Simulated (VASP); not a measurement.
# CdTe (F-43m) in VASP: further runs, part 2 of 2

VASP 6.6.1. Earlier steps stand in the parts before.

## 4. Single point, r2SCAN, non-collinear spin, zero start, spin-orbit coupling (strain +3.0%)

The input, POSCAR:

```
CdTe
1.0
    0.0000000000      3.3783537697      3.3783537697
    3.3783537697      0.0000000000      3.3783537697
    3.3783537697      3.3783537697      0.0000000000
Cd Te
1 1
Direct
    0.0000000000      0.0000000000      0.0000000000
    0.2500000000      0.2500000000      0.2500000000
```

The input, INCAR.step1:

```
ALGO = Normal
EDIFF = 1E-4
ENCUT = 520
GGA = PE
GGA_COMPAT = False
ISMEAR = -1
LASPH = True
LCHARG = False
LREAL = False
LSORBIT = True
LWAVE = True
MAGMOM = 0 0 0 0 0 0
NBANDS = 30
NELM = 150
PREC = Accurate
SIGMA = 0.02
```

The input, INCAR.step2:

```
ALGO = Normal
EDIFF = 1E-6
ENCUT = 520
GGA_COMPAT = False
ISIF = 2
ISMEAR = -1
ISTART = 1
LASPH = True
LCHARG = False
LMIXTAU = True
LORBIT = 11
LORBMOM = True
LREAL = False
LSORBIT = True
LWAVE = False
MAGMOM = 0 0 0 0 0 0
METAGGA = R2SCAN
NBANDS = 30
NELM = 150
PREC = Accurate
SIGMA = 0.02
```

The input, KPOINTS:

```
k-points
0
Gamma
  6 6 6
```

Launch:

```bash
$ cat potpaw_PBE.64/Cd/POTCAR potpaw_PBE.64/Te/POTCAR > POTCAR
$ cp INCAR.step1 INCAR
$ mpirun -np 1 vasp_ncl > vasp.out
$ cp INCAR.step2 INCAR
$ mpirun -np 1 vasp_ncl > vasp.out
```

It took 4.5 min on 1 thread of Intel Xeon 6975P-C (Granite Rapids), shared host; peak memory 0.49 GiB.

The run converged. Its results:

- Free energy: -46.6988 eV
- Pressure: -2.8 GPa
- Net moment: 0.00 μB per cell
- Valence electrons inside the program's atomic spheres: Cd 10.23; Te 3.42

Moments on the atoms (μB; x, y, z):
```
Cd  0.00 0.00 0.00
Te  0.00 0.00 0.00
```

Caveat: the cell differs from its parent crystal (strain +3.0%); the PAW data sets were made with another functional, which shifts forces and pressure a little.

## 5. Single point, r2SCAN, non-collinear spin, zero start, spin-orbit coupling (strain +4.0%)

The input, POSCAR:

```
CdTe
1.0
    0.0000000000      3.4111533208      3.4111533208
    3.4111533208      0.0000000000      3.4111533208
    3.4111533208      3.4111533208      0.0000000000
Cd Te
1 1
Direct
    0.0000000000      0.0000000000      0.0000000000
    0.2500000000      0.2500000000      0.2500000000
```

The input, INCAR.step1:

```
  ALGO = Normal
  EDIFF = 1E-4
  ENCUT = 520
  GGA = PE
  GGA_COMPAT = F
  ISMEAR = -1
  LASPH = T
  LCHARG = F
  LREAL = F
  LSORBIT = T
  LWAVE = T
  MAGMOM = 0 0 0 0 0 0
  NBANDS = 30
  NELM = 150
  PREC = Accurate
  SIGMA = 0.02
```

The input, INCAR.step2:

```
  ALGO = Normal
  EDIFF = 1E-7
  ENCUT = 520
  GGA_COMPAT = F
  ISIF = 2
  ISMEAR = -1
  ISTART = 1
  LASPH = T
  LCHARG = F
  LMIXTAU = T
  LORBIT = 11
  LORBMOM = T
  LREAL = F
  LSORBIT = T
  LWAVE = F
  MAGMOM = 0 0 0 0 0 0
  METAGGA = R2SCAN
  NBANDS = 30
  NELM = 150
  PREC = Accurate
  SIGMA = 0.02
```

KPOINTS is that of step 4.

Launch:

```bash
$ cat potpaw_PBE.64/Cd/POTCAR potpaw_PBE.64/Te/POTCAR > POTCAR
$ cp INCAR.step1 INCAR
$ mpirun -np 1 vasp_ncl > vasp.out
$ cp INCAR.step2 INCAR
$ mpirun -np 1 vasp_ncl > vasp.out
```

Run time: 5.6 min. Hardware: 1 thread of Intel Xeon 6975P-C (Granite Rapids), shared host; peak memory 0.49 GiB.

Results (log left out):

| Item | Value |
| --- | --- |
| Free energy | -46.6539 eV |
| Pressure | -3.5 GPa |
| Net moment | 0.00 μB per cell |
| Valence electrons inside the program's atomic spheres | Cd 10.22; Te 3.41 |

Moments on the atoms (μB; x, y, z):
```
Cd  0.00 0.00 0.00
Te  0.00 0.00 0.00
```

Caveat: the cell differs from its parent crystal (strain +4.0%); the cell stands under tension; the PAW data sets were made with another functional, which shifts forces and pressure a little.

## 6. Single point, HSE06 (strain -2.0%)

The input, POSCAR:

```
CdTe
1.0
    0.0000000000      3.2143560138      3.2143560138
    3.2143560138      0.0000000000      3.2143560138
    3.2143560138      3.2143560138      0.0000000000
Cd Te
1 1
Direct
    0.0000000000      0.0000000000      0.0000000000
    0.2500000000      0.2500000000      0.2500000000
```

The input, INCAR.step1:

```
SYSTEM = CdTe
PREC = Accurate
ENCUT = 520
EDIFF = 1E-5
ISMEAR = 0
SIGMA = 0.01
LREAL = .FALSE.
LASPH = .TRUE.
NELM = 80
ALGO = Normal
ISIF = 2
LWAVE = .TRUE.
NBANDS = 16
GGA = PE
```

The input, INCAR.step2:

```
SYSTEM = CdTe
PREC = Accurate
ENCUT = 520
EDIFF = 1E-6
ISMEAR = 0
SIGMA = 0.01
LREAL = .FALSE.
LASPH = .TRUE.
NELM = 80
ALGO = Normal
ISIF = 2
LWAVE = .FALSE.
LCHARG = .TRUE.
GGA = PE
LHFCALC = .TRUE.
HFSCREEN = 0.2079
PRECFOCK = Normal
LELF = .TRUE.
LVHAR = .TRUE.
NBANDS = 16
ISTART = 1
```

The input, KPOINTS:

```
regular mesh
0
G
  4 4 4
  0 0 0
```

Potentials or basis: VASP PAW PBE potentials, release 64 (Cd, Te).

Launch:

```bash
$ cat potpaw_PBE.64/Cd/POTCAR potpaw_PBE.64/Te/POTCAR > POTCAR
$ cp INCAR.step1 INCAR
$ mpirun -np 1 vasp_std > vasp.out
$ cp INCAR.step2 INCAR
$ mpirun -np 1 vasp_std > vasp.out
```

It took 6.2 min on 1 thread of Intel Xeon 6975P-C (Granite Rapids), shared host; peak memory 0.31 GiB.

It converged, with:

```yaml
Free_energy: -5.9530 eV
Pressure: 3.0 GPa
Band_gap_on_the_k_mesh: 1.65 eV
```

Levels at points of the mesh, in eV from the valence-band top:
| k point | band 7 | band 8 | band 9 | band 10 | band 11 | band 12 |
| --- | --- | --- | --- | --- | --- | --- |
| (0.00, 0.00, 0.00) | 0.00 | 0.00 | 0.00 | 1.65 | 5.45 | 5.45 |
| (0.50, 0.00, 0.00) | -4.89 | -0.87 | -0.87 | 2.65 | 6.04 | 6.04 |
| (0.50, 0.50, 0.00) | -4.73 | -2.09 | -2.09 | 3.22 | 3.46 | 10.14 |

Caveat: the k points lie up to 0.42 Å⁻¹ apart; the cell differs from its parent crystal (strain -2.0%); the PAW data sets were made with another functional, which shifts forces and pressure a little; spin-orbit coupling is left out, which moves the levels of the heavy elements.

## 7. Summary

| level | spin | cell | k mesh | smearing | grid for exact exchange (PRECFOCK) | share of exact exchange | screening parameter | pressure (GPa) | moment (μB) |
| --- | --- | --- | --- | --- | --- | --- | --- | --- | --- |
| r2SCAN | non-collinear, zero start, SOC | a = 4.685 Å, angles 60.0°, 2 atoms | 6 × 6 × 6 | fermi-dirac 0.02 eV | - | - | - | -1.0 | 0.00 |
| r2SCAN | non-collinear, zero start, SOC | a = 4.731 Å, angles 60.0°, 2 atoms | 6 × 6 × 6 | fermi-dirac 0.02 eV | - | - | - | -2.0 | 0.00 |
| r2SCAN | non-collinear, zero start, SOC | a = 4.778 Å, angles 60.0°, 2 atoms | 6 × 6 × 6 | fermi-dirac 0.02 eV | - | - | - | -2.8 | 0.00 |
| r2SCAN | non-collinear, zero start, SOC | a = 4.824 Å, angles 60.0°, 2 atoms | 6 × 6 × 6 | fermi-dirac 0.02 eV | - | - | - | -3.5 | 0.00 |
| HSE06 | off | a = 4.546 Å, angles 60.0°, 2 atoms | 4 × 4 × 4 | gaussian 0.01 eV | Normal | 0.25 | 0.2079 1/Å | 3.0 | - |

Alike in all rows: task single point; potentials or basis VASP PAW PBE potentials, release 64 (Cd, Te); cutoff (eV) 520.

Caveats: some runs use coarse meshes; the PAW data sets were made with another functional, which shifts forces and pressure a little; the cell stands under tension (at least some runs); spin-orbit coupling is left out, which moves the levels of the heavy elements (at least some runs).

Total energies depend on the potentials used, so only differences within one code and one set of settings carry meaning.
